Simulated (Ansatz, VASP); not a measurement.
## Ba in VASP and in Ansatz

```
CELL_PARAMETERS angstrom
4.23113 0.00000 0.00000
0.00000 4.23113 0.00000
0.00000 0.00000 3.60430
ATOMIC_POSITIONS crystal
Ba 0.00000 0.00000 0.00000
```

Change from the starting cell: strain +0.080 along x and y, -0.080 along z, atoms carried along.

Alike in both runs: task single point; functional r2SCAN; k mesh 12 × 12 × 12; occupations gaussian, width 0.15 eV; no spin polarisation.

```csv
,VASP,Ansatz
version,VASP 6.6.1,Ansatz 0.2.0
potentials or method,"VASP PAW PBE potentials, release 64 (Ba_sv), cutoff 520 eV","scalar-relativistic, plane waves, PAW"
valence electrons in the cell,10,10
```

```tsv
	VASP	Ansatz	Ansatz less VASP
gap on the k mesh at the Fermi level (eV)	none	none	-
pressure (GPa)	-0.2	-0.4	-0.15
traceless stress, the component that is largest in VASP (GPa)	3.77	3.62	-0.146
```

VASP's potentials were made for PBE, not for r2SCAN. A gap of «none» marks a metal or a gap that the smearing closes. With one functional, cell and mesh, what is left measures potentials, basis and numerics.

Spin-orbit coupling is off throughout.
